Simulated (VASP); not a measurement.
# LiH in VASP: a series of runs, part 2 of 2

VASP 6.6.1. The steps go on from the part before.

## (5) Single point, PBEsol

INCAR

```
SYSTEM = LiH
PREC = Accurate
ENCUT = 520
EDIFF = 1E-7
ISMEAR = -1
SIGMA = 0.05
LREAL = Auto
LASPH = .True.
NELM = 60
ALGO = Normal
ISIF = 2
LWAVE = .False.
LCHARG = .False.
GGA = PS
NBANDS = 30
NELECT = 26.0
```

KPOINTS

```
Automatic mesh
0
Gamma
  4 4 1
  0 0 0
```

POSCAR

```
LiH
1.0
    1.9899850000      1.9899850000      0.0000000000
   -1.9899850000      1.9899850000      0.0000000000
    0.0000000000      0.0000000000     26.9298920000
H Li
8 8
Direct
    0.5056470000      0.4993470000      0.2424570000
    0.4870500000      0.4953400000      0.3909010000
    0.5058110000      0.5023000000      0.5368750000
    0.4963790000      0.4937400000      0.6844890000
    0.9912310000      0.9960020000      0.3156480000
    0.0021630000      0.0058290000      0.4633470000
    0.0084250000      0.0018750000      0.6103400000
    0.9940130000      0.0084170000      0.7591080000
    0.0079810000      0.9981330000      0.2408560000
    0.9926750000      0.9916850000      0.3893830000
    0.9997010000      0.9914290000      0.5373150000
    0.9868290000      0.9995000000      0.6839070000
    0.5034540000      0.5093070000      0.3155920000
    0.4872480000      0.4870360000      0.4626400000
    0.4956220000      0.5007420000      0.6102930000
    0.5018730000      0.5181680000      0.7590720000
```

Potentials or basis: VASP PAW PBE potentials, release 64 (H, Li_sv).

On the command line:

```
$ cat potpaw_PBE.64/H/POTCAR potpaw_PBE.64/Li_sv/POTCAR > POTCAR
$ mpirun -np 1 vasp_std > vasp.out
```

OUTCAR:

```text
SYSTEM = LiH
   PREC = Accurate
   ENCUT = 520
   EDIFF = 1E-7
   ISMEAR = -1
   LREAL = Auto
   LASPH = .True.
   NELM = 60
   ISIF = 2
   GGA = PS
   NELECT = 26.0

 ion  position               nearest neighbor table
   1  0.506  0.499  0.242-
   2  0.487  0.495  0.391-
   3  0.506  0.502  0.537-
   4  0.496  0.494  0.684-
   5  0.991  0.996  0.316-
   6  0.002  0.006  0.463-
[... 8 lines left out ...]
  15  0.496  0.501  0.610-
  16  0.502  0.518  0.759-

  LATTYP: Found a simple tetragonal cell.
 ALAT       =     2.8142637759
 C/A-ratio  =     9.5690717517

  Lattice vectors:

 A1 = (   1.9899850000,   1.9899850000,   0.0000000000)
 A2 = (  -1.9899850000,   1.9899850000,   0.0000000000)
 A3 = (   0.0000000000,   0.0000000000,  26.9298920000)

Analysis of symmetry for initial positions (statically):
[... 187 lines left out ...]

 val. band max:      -32.9471619606   @ k =   0.5000   0.2500   0.0000
 cond. band min:     -32.7291739188   @ k =   0.0000   0.0000   0.0000
 fundamental gap:      0.2179880418
 Fermi energy:       -32.8430005925

 k-point     1 :       0.0000    0.0000    0.0000
  band No.  band energies     occupation
      1     -74.9566      2.00000
      2     -74.8608      2.00000
      3     -74.1938      2.00000
      4     -74.1767      2.00000
      5     -74.1484      2.00000
      6     -74.1345      2.00000
[... 269 lines left out ...]
     24     -25.4180      0.00000
     25     -23.8272      0.00000
 [bands above 25 left out]

------------------------ aborting loop because EDIFF is reached ----------------------------------------

  FORCE on cell =-STRESS in cart. coord.  units (eV):
  Direction    XX          YY          ZZ          XY          YZ          ZX
  --------------------------------------------------------------------------------------
  -------------------------------------------------------------------------------------
  Total       68.8067381     68.8975965   -114.3453643     -0.0109844      0.0609577     -0.0773068
  in kB      516.8652556    517.5477696   -858.9441614     -0.0825129      0.4579049     -0.5807163
  external PRESSURE =      58.4896213 kB  Pullay stress =       0.0000000 kB

 VOLUME and BASIS-vectors are now :
 -----------------------------------------------------------------------------
  energy-cutoff  :      520.00
  volume of cell :      213.29
      direct lattice vectors                 reciprocal lattice vectors
     1.989985000  1.989985000  0.000000000     0.251258175  0.251258175  0.000000000
    -1.989985000  1.989985000  0.000000000    -0.251258175  0.251258175  0.000000000
     0.000000000  0.000000000 26.929892000     0.000000000  0.000000000  0.037133457

 POSITION                                       TOTAL-FORCE (eV/Angst)
 -----------------------------------------------------------------------------------
      0.01254      1.99992      6.52934         0.072892      0.027279    -10.434746
     -0.01650      1.95494     10.52692         0.035190     -0.007548      0.092016
      0.00699      2.00613     14.45799         0.023871     -0.073196     -0.217477
      0.00525      1.97032     18.43321        -0.048155     -0.040045      0.458587
     -0.00949      3.95456      8.50037        -0.020631      0.092754     -0.499629
     -0.00730      0.01590     12.47788         0.016503     -0.130518      0.180878
[... 8 lines left out ...]
     -0.01019      1.98275     16.43512         0.054505      0.046412      0.118519
     -0.03243      2.02987     20.44173         0.021747     -0.198698     11.798902
 -----------------------------------------------------------------------------------
    total drift:                               -0.003136      0.002051      0.001275

  FREE ENERGIE OF THE ION-ELECTRON SYSTEM (eV)
  ---------------------------------------------------
  free  energy   TOTEN  =        49.0297139797 eV

  energy  without entropy=       49.0576768320  energy(sigma->0) =       49.04369541
```

OSZICAR:

```text
N       E                     dE             d eps       ncg     rms          rms(c)
DAV:   1     0.150298150237E+03    0.15030E+03   -0.11386E+04   656   0.823E+02
DAV:   2     0.182197055358E+02   -0.13208E+03   -0.12606E+03   668   0.245E+02
DAV:   3    -0.723229700037E+01   -0.25452E+02   -0.25090E+02  1036   0.591E+01
DAV:   4    -0.144979343040E+02   -0.72656E+01   -0.71741E+01  1066   0.414E+01
[... 23 lines left out ...]
DAV:  28     0.490297164200E+02   -0.20526E-05   -0.22251E-06  1016   0.505E-03    0.139E-03
DAV:  29     0.490297161597E+02   -0.26032E-06   -0.15478E-07   864   0.208E-03    0.132E-03
DAV:  30     0.490297150262E+02   -0.11335E-05   -0.19832E-07   696   0.152E-03    0.634E-04
DAV:  31     0.490297140774E+02   -0.94882E-06   -0.28637E-07   690   0.161E-03    0.308E-04
DAV:  32     0.490297139797E+02   -0.97674E-07   -0.22029E-08   480   0.106E-03
   1 F= 0.49029714E+02 E0= 0.49043695E+02  d E =-.279629E-01
```

Wall time 2.5 min (1 thread of Intel Xeon Platinum 8559C (Emerald Rapids), shared host); peak memory 0.34 GiB.

Results:

```
Free energy   : 49.0297 eV
Largest force : 12.164 eV/Å
```

Forces on the atoms (eV/Å):
```
H     0.073   0.027 -10.435
H     0.035  -0.008   0.092
H     0.024  -0.073  -0.217
H    -0.048  -0.040   0.459
H    -0.021   0.093  -0.500
H     0.017  -0.131   0.181
H    -0.046  -0.050  -0.193
H    -0.046   0.214  10.695
Li   -0.048  -0.008 -12.164
Li   -0.045   0.004  -0.055
Li   -0.038   0.067   0.027
Li    0.076   0.024  -1.250
Li    0.000  -0.137   1.417
Li   -0.009   0.170   0.026
Li    0.055   0.046   0.119
Li    0.022  -0.199  11.799
```

Levels at points of the mesh, in eV from the Fermi level:
| k point | band 11 | band 12 | band 13 | band 14 | band 15 | band 16 |
| --- | --- | --- | --- | --- | --- | --- |
| (0.00, 0.00, 0.00) | -2.95 | -2.19 | -1.14 | 0.11 | 1.75 | 2.20 |
| (0.50, 0.00, 0.00) | -1.15 | -1.11 | -1.00 | -1.00 | 1.36 | 1.51 |
| (0.00, 0.50, 0.00) | -1.13 | -1.12 | -1.01 | -1.01 | 1.36 | 1.52 |
| (0.50, 0.50, 0.00) | 1.28 | 1.33 | 1.41 | 1.41 | 3.45 | 3.67 |

Caveat: the k points lie up to 0.56 Å⁻¹ apart; the cell carries a net charge on a neutralising background, which shifts energy and pressure; the cell is charged against a uniform background, so pressure and absolute levels hang on convention; the cutoff is under 1.25 times the usual one of these potentials, so pressure, stress and relaxed cells hold a basis-set (Pulay) error; the PAW data sets were made with another functional, which shifts forces and pressure a little.

## (6) Overview

| k mesh | smearing | gap on the mesh (eV) | largest force (eV/Å) |
| --- | --- | --- | --- |
| 1 × 1 × 1, shifted | fermi-dirac 0.05 eV | 2.15 | 0.84 |
| 4 × 4 × 1 | fermi-dirac 0.05 eV | 1.90 | 0.25 |
| 4 × 4 × 1 | methfessel-paxton 0.05 eV | 1.90 | 0.25 |

Alike in all rows: task single point; level PBEsol; potentials or basis VASP PAW PBE potentials, release 64 (H, Li_sv); no spin polarisation; cell as given; cutoff (eV) 520.

Caveats: all runs use coarse meshes; the cutoff is under 1.25 times the usual one of these potentials, so pressure, stress and relaxed cells hold a basis-set (Pulay) error; the PAW data sets were made with another functional, which shifts forces and pressure a little.

Total energies depend on the potentials used, so only differences within one code and one set of settings carry meaning.
